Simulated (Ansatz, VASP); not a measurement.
PtS2 in VASP and in Ansatz

```
Pt S
1.0
     0.00000    2.98571    2.98571
     2.98571    0.00000    2.98571
     2.98571    2.98571    0.00000
Pt S
1 2
Direct
  0.00000 0.00000 0.00000
  0.25000 0.25000 0.25000
  0.75000 0.75000 0.75000
```

Alike in both runs: functional PBE; k mesh 11 × 11 × 11; occupations fermi-dirac, width 0.05 eV; no spin polarisation.

Ansatz relaxed the structure, and its values are those at the end. VASP's run is a single point on that final structure, the one shown.

|  | VASP | Ansatz |
| --- | --- | --- |
| version | VASP 6.6.1 | Ansatz 0.2.0 |
| potentials or method | VASP PAW PBE potentials, release 64 (Pt, S) | PAW with Ansatz's default frozen-core files, scalar-relativistic |
| plane-wave cutoff (eV) | 520 | 420 |
| valence electrons in the cell | 22 | 30 |

VASP gave:

- pressure (GPa): -0.2

Q: What did Ansatz give for the same quantities?

A: Pressure (GPa): 0.0.

VASP's potentials hold 22 valence electrons a cell and Ansatz's 30, so a difference there can come from the potentials and not from the codes.

Spin-orbit coupling is off throughout.
